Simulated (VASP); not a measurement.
Al, 1 atom in the cell. It takes space group Fm-3m (No. 225, cubic). The conventional cell has a = 4.103 Å, b = 4.103 Å, c = 4.103 Å, α = 90.00°, β = 90.00°, γ = 90.00°. Within 3.8 Å of Al (site symmetry m-3m) lie 12 Al at 2.90 Å. 

```yaml
Program: VASP 6.6.1
Task: single point
Functional: PBE
Potentials_or_basis: VASP PAW PBE potentials, release 64 (Al)
Cutoff: 500 eV
k_mesh: 12 × 12 × 12
Occupations: fermi-dirac, width 0.1 eV
Spin: no spin polarisation
Dipole_correction: no
Further_INCAR_settings: ALGO = Normal; EDIFF = 1e-06; NBANDS = 8
```

Potentials or basis: VASP PAW PBE potentials, release 64 (Al).

Command:

```console
$ cat potpaw_PBE.64/Al/POTCAR > POTCAR
$ mpirun -np 1 vasp_std > vasp.out
```

Hardware: 1 thread of Intel Xeon 8259CL (shared host).

Question: Estimate the wall time of this run.

Answer: Run time: 11 s on 1 thread of Intel Xeon 8259CL, on a shared host, peak memory 0.13 GiB. Counts: scf iterations 10, k points 72.
